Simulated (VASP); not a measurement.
**Ir: single point with LDA**

Ir:

```xyz
1
Lattice="2.1312 0.0000 0.0000 0.0000 2.1312 0.0000 0.0000 0.0000 2.1312" Properties=species:S:1:pos:R:3 pbc="T T T"
Ir    0.0000    0.0000    0.0000
```

This cell differs from its parent crystal: volume scaled by 0.6, level accurate.

```yaml
Program: VASP 6.6.1
Task: single point
Functional: LDA
Potentials_or_basis: VASP PAW LDA potentials, release 64 (Ir)
Cutoff: 520 eV
k_mesh: 15 × 15 × 15
Occupations: fermi-dirac, width 0.1 eV
Spin: no spin polarisation
Dipole_correction: no
Further_INCAR_settings: ALGO = Normal; EDIFF = 1e-06; NBANDS = 10
```

- Pressure: 482.7 GPa

Levels at points of the mesh, in eV from the Fermi level:
```
           k point  band 3  band 4  band 5  band 6  band 7  band 8
(0.00, 0.00, 0.00)  -12.84    3.22    3.22    3.22   19.47   19.47
```

It took 10 s on 1 thread of Intel Xeon 6975P-C (shared host), peak memory 0.12 GiB.

Caveat: spin-orbit coupling is left out, which moves the levels of the heavy elements.
